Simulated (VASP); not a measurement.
# C (a cell with a defect) in VASP: further runs

C (a cell with a defect) is run at these levels: PBE; tasks: single point.

Program: VASP 6.6.1. These are calculated values, not measurements. Logs are shortened: lines on timing, memory, paths and dates and some standing lists are left out, and cuts for length are marked.

### 1 The cell of the first run

The cell holds a defect, 63 atoms: a = 7.140 Å, b = 7.140 Å, c = 7.140 Å, α = 90.00°, β = 90.00°, γ = 90.00°.

### 2 Single point, PBE

File INCAR:

```
SYSTEM = C
PREC = Accurate ; ENCUT = 520
EDIFF = 1E-6 ; ISMEAR = 0
SIGMA = 0.05 ; LREAL = Auto
LASPH = .True. ; NELM = 80
ALGO = Normal ; ISIF = 2
LWAVE = .False. ; LCHARG = .False.
GGA = PE ; NELECT = 254.0
NBANDS = 163
```

File KPOINTS:

```
Automatic mesh
0
Gamma
  2 2 2
  0 0 0
```

File POSCAR:

```
C
1.0
    7.1400000000      0.0000000000      0.0000000000
    0.0000000000      7.1400000000      0.0000000000
    0.0000000000      0.0000000000      7.1400000000
C
63
Direct
    0.5003949179      0.0003949179     -0.0003949179
    0.6255403420      0.1255403420      0.1245310920
    0.7506900756      0.2506900756     -0.0012284574
    0.8750000000      0.3750000000      0.1250000000
    0.7507459296     -0.0008247080      0.2491752920
    0.8729785837      0.1269290632      0.3769290632
   -0.0007459296     -0.0008247080      0.0008247080
    0.1244596580      0.1255403420      0.1254689080
    0.2508247080      0.2507459296      0.0008247080
    0.3750000000      0.3750000000      0.1250000000
    0.4991752920      0.4992540704      0.0008247080
    0.6255403420      0.6244596580      0.1254689080
    0.7507459296      0.7508247080      0.0008247080
    0.8750000000      0.8750000000      0.1250000000
    0.2496050821      0.0003949179      0.2503949179
    0.3745310920      0.1255403420      0.3755403420
    0.4991752920      0.2507459296      0.2491752920
    0.6269290632      0.3729785837      0.3769290632
    0.7506900756      0.4993099244      0.2512284574
    0.8770214163      0.6230709368      0.3769290632
    0.4991752920     -0.0008247080      0.5007459296
    0.6269290632      0.1269290632      0.6229785837
    0.7417568167      0.2417568167      0.4917568167
    0.7506900756      0.0012284574      0.7493099244
    0.8770214163      0.1269290632      0.8730709368
   -0.0006900756      0.4993099244     -0.0012284574
    0.1244596580      0.6244596580      0.1245310920
    0.2496050821      0.7496050821     -0.0003949179
    0.3750000000      0.8750000000      0.1250000000
   -0.0006900756      0.2506900756      0.2512284574
    0.1230709368      0.3770214163      0.3769290632
    0.2508247080      0.4992540704      0.2491752920
    0.3754689080      0.6244596580      0.3755403420
    0.5003949179      0.7496050821      0.2503949179
    0.6255403420      0.8745310920      0.3755403420
   -0.0006900756      0.0012284574      0.5006900756
    0.1230709368      0.1269290632      0.6270214163
    0.2487715426      0.2506900756      0.5006900756
    0.3750000000      0.3750000000      0.6250000000
    0.5012284574      0.4993099244      0.5006900756
    0.6269290632      0.6230709368      0.6270214163
    0.7506900756      0.7487715426      0.5006900756
    0.8750000000      0.8750000000      0.6250000000
    0.2508247080     -0.0008247080      0.7492540704
    0.3754689080      0.1255403420      0.8744596580
    0.5012284574      0.2506900756      0.7493099244
    0.6269290632      0.3770214163      0.8730709368
    0.7417568167      0.5082431833      0.7582431833
    0.8729785837      0.6230709368      0.8730709368
   -0.0007459296      0.7508247080      0.2491752920
    0.1244596580      0.8754689080      0.3755403420
    0.0082431833      0.5082431833      0.4917568167
    0.1230709368      0.6230709368      0.6229785837
    0.2508247080      0.7508247080      0.5007459296
    0.3750000000      0.8750000000      0.6250000000
    0.0082431833      0.2417568167      0.7582431833
    0.1230709368      0.3729785837      0.8730709368
    0.2487715426      0.4993099244      0.7493099244
    0.3745310920      0.6244596580      0.8744596580
    0.4991752920      0.7508247080      0.7492540704
    0.6255403420      0.8754689080      0.8744596580
   -0.0006900756      0.7487715426      0.7493099244
    0.1244596580      0.8745310920      0.8744596580
```

Potentials or basis: VASP PAW PBE potentials, release 64 (C).

Run with:

```bash
$ cat potpaw_PBE.64/C/POTCAR > POTCAR
$ mpirun -np 1 vasp_std > vasp.out
```

OUTCAR:

```text
SYSTEM = C
   PREC = Accurate
   ENCUT = 520
   EDIFF = 1E-6
   ISMEAR = 0
   LREAL = Auto
   LASPH = .True.
   NELM = 80
   ISIF = 2
   GGA = PE
   NELECT = 254.0

 ion  position               nearest neighbor table
   1  0.500  0.000  1.000-   2 1.55  45 1.55  61 1.55  29 1.55
   2  0.626  0.126  0.125-   1 1.55   3 1.55   5 1.55  17 1.55
   3  0.751  0.251  0.999-   4 1.55  25 1.55  47 1.55   2 1.55
   4  0.875  0.375  0.125-   3 1.55  19 1.55  26 1.55  30 1.55
   5  0.751  0.999  0.249-  14 1.54   2 1.55  35 1.55   6 1.56
   6  0.873  0.127  0.377-  23 1.49  36 1.55  30 1.55   5 1.56
[... 43 lines left out ...]
  50  0.999  0.751  0.249-  14 1.54  27 1.55  51 1.55  20 1.56
  51  0.124  0.875  0.376-  15 1.55  36 1.55  50 1.55  54 1.55
  52  0.008  0.508  0.492-  20 1.49  31 1.49  53 1.49
  53  0.123  0.623  0.623-  52 1.49  58 1.55  62 1.55  54 1.56
  54  0.251  0.751  0.501-  55 1.54  51 1.55  33 1.55  53 1.56
  55  0.375  0.875  0.625-  21 1.54  44 1.54  54 1.54  60 1.54
  56  0.008  0.242  0.758-  25 1.49  37 1.49  57 1.49
  57  0.123  0.373  0.873-  56 1.49  58 1.55  26 1.55   9 1.56
  58  0.249  0.499  0.749-  39 1.55  53 1.55  57 1.55  59 1.55
  59  0.375  0.624  0.874-  28 1.55  58 1.55  11 1.55  60 1.55
  60  0.499  0.751  0.749-  55 1.54  59 1.55  61 1.55  41 1.56
  61  0.626  0.875  0.874-   1 1.55  24 1.55  13 1.55  60 1.55
  62  0.999  0.749  0.749-  43 1.55  49 1.55  53 1.55  63 1.55
  63  0.124  0.875  0.874-  28 1.55  62 1.55  44 1.55   7 1.55

  LATTYP: Found a simple cubic cell.
 ALAT       =     7.1400000000

  Lattice vectors:

 A1 = (   7.1400000000,   0.0000000000,   0.0000000000)
 A2 = (   0.0000000000,   7.1400000000,   0.0000000000)
 A3 = (   0.0000000000,   0.0000000000,   7.1400000000)

Analysis of symmetry for initial positions (statically):
=====================================================================
 Subroutine PRICEL returns:
 Original cell was already a primitive cell.

 Routine SETGRP: Setting up the symmetry group for a
 simple cubic supercell.

 Subroutine GETGRP returns: Found 24 space group operations
 (whereof  2 operations were pure point group operations)
 out of a pool of 48 trial point group operations.

The static configuration has the point symmetry C_1h.
 The point group associated with its full space group is T_d .

Analysis of symmetry for dynamics (positions and initial velocities):
=====================================================================
 Subroutine PRICEL returns:
 Original cell was already a primitive cell.

 Routine SETGRP: Setting up the symmetry group for a
 simple cubic supercell.

 Subroutine GETGRP returns: Found 24 space group operations
 (whereof  2 operations were pure point group operations)
 out of a pool of 48 trial point group operations.

The dynamic configuration has the point symmetry C_1h.
 The point group associated with its full space group is T_d .

 Subroutine INISYM returns: Found 24 space group operations
 (whereof  2 operations are pure point group operations),
 and found     1 'primitive' translations

----------------------------------------------------------------------------------------

                                     Primitive cell

  volume of cell :     363.9943

  direct lattice vectors                    reciprocal lattice vectors
     7.140000000  0.000000000  0.000000000     0.140056022  0.000000000  0.000000000
     0.000000000  7.140000000  0.000000000     0.000000000  0.140056022  0.000000000
     0.000000000  0.000000000  7.140000000     0.000000000  0.000000000  0.140056022

  length of vectors
     7.140000000  7.140000000  7.140000000     0.140056022  0.140056022  0.140056022

  position of ions in fractional coordinates (direct lattice)
     0.500394918  0.000394918  0.999605082
     0.625540342  0.125540342  0.124531092
     0.750690076  0.250690076  0.998771543
     0.875000000  0.375000000  0.125000000
     0.750745930  0.999175292  0.249175292
     0.872978584  0.126929063  0.376929063
[... 55 lines left out ...]
[... 49 lines left out ...]
   PSTRESS=    0.0 pullay stress
   NELECT =     254.0000    total number of electrons
   NUPDOWN=      -1.0000    fix difference up-down
   EMIN   =  10.00;   EMAX   =-10.00  energy-range for DOS
   EFERMI =   0.00;   METHOD = LEGACY
   ISMEAR =     0;   SIGMA  =   0.05  broadening in eV -4-tet -1-fermi 0-gaus
   EFERMI_NEDOS =   21; number of points for ismear=-14 and -15
   IALGO  =     38    algorithm
   IMIX   =      4    mixing-type and parameters
     AMIX     =   0.40;   BMIX     =  1.00
     AMIX_MAG =   1.60;   BMIX_MAG =  1.00
  volume/ion in A,a.u.               =       5.78        38.99
  Fermi-wavevector in a.u.,A,eV,Ry     =   1.452071  2.744016 28.688024  2.108510
  Thomas-Fermi vector in A             =   2.569495
   LORBIT       =      0    0 simple, 1 ext, 2 COOP (PROOUT), +10 PAW based schemes
   GGA     = PE    functional components
   LHFCALC =     F    Hartree Fock is set to
   AEXX    =    0.0000 exact exchange contribution
   IVDW    =     0    specifies the selected vdW correction
   LEPSILON=     F    determine dielectric tensor
   LRPA    =     F    only Hartree local field effects (RPA)
 non-spin polarized calculation
 Gauss-broadening in eV      SIGMA  =   0.05
  energy-cutoff  :      520.00
  volume of cell :      363.99
 maximum number of plane-waves:      9808
 NGX is ok and might be reduce to    54
   NGX = 27   NGY = 27   NGZ = 27

 number of electron     253.9999989 magnetization

 Free energy of the ion-electron system (eV)
  ---------------------------------------------------
  ext. energy  EPLUGINS =         0.00000000
  ---------------------------------------------------
  free energy    TOTEN  =      -543.37771625 eV

  energy without entropy =     -543.34648686  energy(sigma->0) =     -543.36210155

 E-fermi :  11.8355     XC(G=0): -13.1923

 val. band max:       11.8257541114   @ k =   0.5000   0.5000   0.0000
 cond. band min:      11.8677663437   @ k =   0.5000   0.5000   0.5000
 fundamental gap:      0.0420122322
 Fermi energy:        11.8355280192

 k-point     1 :       0.0000    0.0000    0.0000
  band No.  band energies     occupation
      1     -12.0507      2.00000
      2      -9.8728      2.00000
      3      -9.8728      2.00000
      4      -9.7872      2.00000
      5      -9.7872      2.00000
      6      -9.7872      2.00000
[... 557 lines left out ...]
    138      15.3514      0.00000
    139      15.3514      0.00000
 [bands above 139 left out]

------------------------ aborting loop because EDIFF is reached ----------------------------------------

  FORCE on cell =-STRESS in cart. coord.  units (eV):
  Direction    XX          YY          ZZ          XY          YZ          ZX
  --------------------------------------------------------------------------------------
  -------------------------------------------------------------------------------------
  Total       32.9486900     32.9486900     32.9486900      0.0000000      0.0000000      0.0000000
  in kB      145.0287486    145.0287486    145.0287486      0.0000000      0.0000000      0.0000000
  external PRESSURE =     145.0287486 kB  Pullay stress =       0.0000000 kB

 VOLUME and BASIS-vectors are now :
 -----------------------------------------------------------------------------
  energy-cutoff  :      520.00
  volume of cell :      363.99
      direct lattice vectors                 reciprocal lattice vectors
     7.140000000  0.000000000  0.000000000     0.140056022  0.000000000  0.000000000
     0.000000000  7.140000000  0.000000000     0.000000000  0.140056022  0.000000000
     0.000000000  0.000000000  7.140000000     0.000000000  0.000000000  0.140056022

 POSITION                                       TOTAL-FORCE (eV/Angst)
 -----------------------------------------------------------------------------------
      3.57282      0.00282      7.13718         0.000209      0.000209     -0.000209
      4.46636      0.89636      0.88915        -0.002825     -0.002825      0.003699
      5.35993      1.78993      7.13123         0.001085      0.001085     -0.005462
      6.24750      2.67750      0.89250        -0.000000      0.000000     -0.000000
      5.36033      7.13411      1.77911        -0.000286      0.006144      0.006144
      6.23307      0.90627      2.69127         0.009900     -0.017891     -0.017891
[... 55 lines left out ...]
      7.13507      5.34623      5.35007        -0.001085     -0.005462     -0.001085
      0.88864      6.24415      6.24364         0.002825      0.003699      0.002825
 -----------------------------------------------------------------------------------
    total drift:                                0.000000      0.000000      0.000000

  FREE ENERGIE OF THE ION-ELECTRON SYSTEM (eV)
  ---------------------------------------------------
  free  energy   TOTEN  =      -543.3777162468 eV

  energy  without entropy=     -543.3464868610  energy(sigma->0) =     -543.36210155
```

Run time: 6.3 min. Hardware: 1 thread of Intel Xeon Platinum 8259CL at 2.50GHz (Skylake/Cascade Lake), shared host; peak memory 0.46 GiB.

What came out:

```yaml
Free_energy: -543.3777 eV
Largest_force: 0.027 eV/Å
```

Forces in eV/Å, atoms in the order of the input:
```
C    0.000  0.000  0.000
C   -0.003 -0.003  0.004
C    0.001  0.001 -0.005
C    0.000  0.000  0.000
C    0.000  0.006  0.006
C    0.010 -0.018 -0.018
C    0.000  0.006 -0.006
C    0.003 -0.003 -0.004
C   -0.006  0.000 -0.006
C    0.000  0.000  0.000
C    0.006  0.000 -0.006
C   -0.003  0.003 -0.004
C    0.000 -0.006 -0.006
C    0.000  0.000  0.000
C    0.000  0.000  0.000
C    0.004 -0.003 -0.003
C    0.006  0.000  0.006
C   -0.018  0.010 -0.018
C    0.001 -0.001  0.005
C   -0.010  0.018 -0.018
C    0.006  0.006  0.000
C   -0.018 -0.018  0.010
C    0.010  0.010  0.010
C    0.001  0.005 -0.001
C   -0.010 -0.018  0.018
C   -0.001 -0.001 -0.005
C    0.003  0.003  0.004
C    0.000  0.000  0.000
C    0.000  0.000  0.000
C   -0.001  0.001  0.005
C    0.018 -0.010 -0.018
C   -0.006  0.000  0.006
C   -0.004  0.003 -0.003
C    0.000  0.000  0.000
C   -0.003  0.004 -0.003
C   -0.001  0.005  0.001
C    0.018 -0.018 -0.010
C   -0.005  0.001  0.001
C    0.000  0.000  0.000
C    0.005 -0.001  0.001
C   -0.018  0.018 -0.010
C    0.001 -0.005  0.001
C    0.000  0.000  0.000
C   -0.006  0.006  0.000
C   -0.004 -0.003  0.003
C    0.005  0.001 -0.001
C   -0.018 -0.010  0.018
C    0.010 -0.010 -0.010
C    0.010  0.018  0.018
C    0.000 -0.006  0.006
C    0.003 -0.004 -0.003
C   -0.010 -0.010  0.010
C    0.018  0.018  0.010
C   -0.006 -0.006  0.000
C    0.000  0.000  0.000
C   -0.010  0.010 -0.010
C    0.018  0.010  0.018
C   -0.005 -0.001 -0.001
C    0.004  0.003  0.003
C    0.006 -0.006  0.000
C   -0.003 -0.004  0.003
C   -0.001 -0.005 -0.001
C    0.003  0.004  0.003
```

Caveat: the k points lie up to 0.44 Å⁻¹ apart; the cell carries a net charge on a neutralising background, which shifts energy and pressure; the cell is charged against a uniform background, so pressure and absolute levels hang on convention.

### 3 Single point, PBE

File INCAR:

```
  ALGO = Normal
  EDIFF = 1E-6
  ENCUT = 520
  GGA = PE
  ISIF = 2
  ISMEAR = 0
  LASPH = T
  LCHARG = F
  LREAL = Auto
  LWAVE = F
  NBANDS = 163
  NELECT = 254.0
  NELM = 60
  PREC = Accurate
  SIGMA = 0.05
```

File KPOINTS:

```
k-points
0
Gamma
  2 2 2
```

File POSCAR:

```
C
1.0
    7.1400000000      0.0000000000      0.0000000000
    0.0000000000      7.1400000000      0.0000000000
    0.0000000000      0.0000000000      7.1400000000
C
63
Direct
    0.5003949580      0.0003949580     -0.0003949580
    0.6255403361      0.1255403361      0.1245310924
    0.7506900560      0.2506900560     -0.0012284314
    0.8750000000      0.3750000000      0.1250000000
    0.7507459384     -0.0008246499      0.2491753501
    0.8729785714      0.1269289916      0.3769289916
   -0.0007459384     -0.0008246499      0.0008246499
    0.1244596639      0.1255403361      0.1254689076
    0.2508246499      0.2507459384      0.0008246499
    0.3750000000      0.3750000000      0.1250000000
    0.4991753501      0.4992540616      0.0008246499
    0.6255403361      0.6244596639      0.1254689076
    0.7507459384      0.7508246499      0.0008246499
    0.8750000000      0.8750000000      0.1250000000
    0.2496050420      0.0003949580      0.2503949580
    0.3745310924      0.1255403361      0.3755403361
    0.4991753501      0.2507459384      0.2491753501
    0.6269289916      0.3729785714      0.3769289916
    0.7506900560      0.4993099440      0.2512284314
    0.8770214286      0.6230710084      0.3769289916
    0.4991753501     -0.0008246499      0.5007459384
    0.6269289916      0.1269289916      0.6229785714
    0.7417568627      0.2417568627      0.4917568627
    0.7506900560      0.0012284314      0.7493099440
    0.8770214286      0.1269289916      0.8730710084
   -0.0006900560      0.4993099440     -0.0012284314
    0.1244596639      0.6244596639      0.1245310924
    0.2496050420      0.7496050420     -0.0003949580
    0.3750000000      0.8750000000      0.1250000000
   -0.0006900560      0.2506900560      0.2512284314
    0.1230710084      0.3770214286      0.3769289916
    0.2508246499      0.4992540616      0.2491753501
    0.3754689076      0.6244596639      0.3755403361
    0.5003949580      0.7496050420      0.2503949580
    0.6255403361      0.8745310924      0.3755403361
   -0.0006900560      0.0012284314      0.5006900560
    0.1230710084      0.1269289916      0.6270214286
    0.2487715686      0.2506900560      0.5006900560
    0.3750000000      0.3750000000      0.6250000000
    0.5012284314      0.4993099440      0.5006900560
    0.6269289916      0.6230710084      0.6270214286
    0.7506900560      0.7487715686      0.5006900560
    0.8750000000      0.8750000000      0.6250000000
    0.2508246499     -0.0008246499      0.7492540616
    0.3754689076      0.1255403361      0.8744596639
    0.5012284314      0.2506900560      0.7493099440
    0.6269289916      0.3770214286      0.8730710084
    0.7417568627      0.5082431373      0.7582431373
    0.8729785714      0.6230710084      0.8730710084
   -0.0007459384      0.7508246499      0.2491753501
    0.1244596639      0.8754689076      0.3755403361
    0.0082431373      0.5082431373      0.4917568627
    0.1230710084      0.6230710084      0.6229785714
    0.2508246499      0.7508246499      0.5007459384
    0.3750000000      0.8750000000      0.6250000000
    0.0082431373      0.2417568627      0.7582431373
    0.1230710084      0.3729785714      0.8730710084
    0.2487715686      0.4993099440      0.7493099440
    0.3745310924      0.6244596639      0.8744596639
    0.4991753501      0.7508246499      0.7492540616
    0.6255403361      0.8754689076      0.8744596639
   -0.0006900560      0.7487715686      0.7493099440
    0.1244596639      0.8745310924      0.8744596639
```

Potentials or basis: VASP PAW PBE potentials, release 64 (C).

Run with:

```bash
$ cat potpaw_PBE.64/C/POTCAR > POTCAR
$ mpirun -np 1 vasp_std > vasp.out
```

Wall time 6.4 min (1 thread of Intel Xeon Platinum 8259CL at 2.50GHz (Skylake/Cascade Lake), shared host); peak memory 0.46 GiB.

It converged, with:

* Free energy: -543.3777 eV
* Largest force: 0.027 eV/Å

Forces on the atoms (eV/Å):
```
C    0.000  0.000  0.000
C   -0.003 -0.003  0.004
C    0.001  0.001 -0.005
C    0.000  0.000  0.000
C    0.000  0.006  0.006
C    0.010 -0.018 -0.018
C    0.000  0.006 -0.006
C    0.003 -0.003 -0.004
C   -0.006  0.000 -0.006
C    0.000  0.000  0.000
C    0.006  0.000 -0.006
C   -0.003  0.003 -0.004
C    0.000 -0.006 -0.006
C    0.000  0.000  0.000
C    0.000  0.000  0.000
C    0.004 -0.003 -0.003
C    0.006  0.000  0.006
C   -0.018  0.010 -0.018
C    0.001 -0.001  0.005
C   -0.010  0.018 -0.018
C    0.006  0.006  0.000
C   -0.018 -0.018  0.010
C    0.010  0.010  0.010
C    0.001  0.005 -0.001
C   -0.010 -0.018  0.018
C   -0.001 -0.001 -0.005
C    0.003  0.003  0.004
C    0.000  0.000  0.000
C    0.000  0.000  0.000
C   -0.001  0.001  0.005
C    0.018 -0.010 -0.018
C   -0.006  0.000  0.006
C   -0.004  0.003 -0.003
C    0.000  0.000  0.000
C   -0.003  0.004 -0.003
C   -0.001  0.005  0.001
C    0.018 -0.018 -0.010
C   -0.005  0.001  0.001
C    0.000  0.000  0.000
C    0.005 -0.001  0.001
C   -0.018  0.018 -0.010
C    0.001 -0.005  0.001
C    0.000  0.000  0.000
C   -0.006  0.006  0.000
C   -0.004 -0.003  0.003
C    0.005  0.001 -0.001
C   -0.018 -0.010  0.018
C    0.010 -0.010 -0.010
C    0.010  0.018  0.018
C    0.000 -0.006  0.006
C    0.003 -0.004 -0.003
C   -0.010 -0.010  0.010
C    0.018  0.018  0.010
C   -0.006 -0.006  0.000
C    0.000  0.000  0.000
C   -0.010  0.010 -0.010
C    0.018  0.010  0.018
C   -0.005 -0.001 -0.001
C    0.004  0.003  0.003
C    0.006 -0.006  0.000
C   -0.003 -0.004  0.003
C   -0.001 -0.005 -0.001
C    0.003  0.004  0.003
```

Levels at points of the mesh, in eV from the Fermi level:
| k point | band 123 | band 124 | band 125 | band 126 | band 127 | band 128 | band 129 | band 130 |
| --- | --- | --- | --- | --- | --- | --- | --- | --- |
| (0.00, 0.00, 0.00) | -2.91 | -2.91 | -2.91 | 0.13 | 0.13 | 0.13 | 1.91 | 1.91 |
| (0.50, 0.00, 0.00) | -4.21 | -4.19 | -2.89 | -0.42 | -0.07 | -0.07 | 1.77 | 1.78 |
| (0.50, 0.50, 0.00) | -3.27 | -3.21 | -3.05 | -0.53 | -0.01 | -0.01 | 3.15 | 3.15 |
| (0.50, 0.50, 0.50) | -4.17 | -4.17 | -3.74 | 0.03 | 0.03 | 0.03 | 3.43 | 3.43 |

Caveat: the k points lie up to 0.44 Å⁻¹ apart; the cell carries a net charge on a neutralising background, which shifts energy and pressure; the cell is charged against a uniform background, so pressure and absolute levels hang on convention.
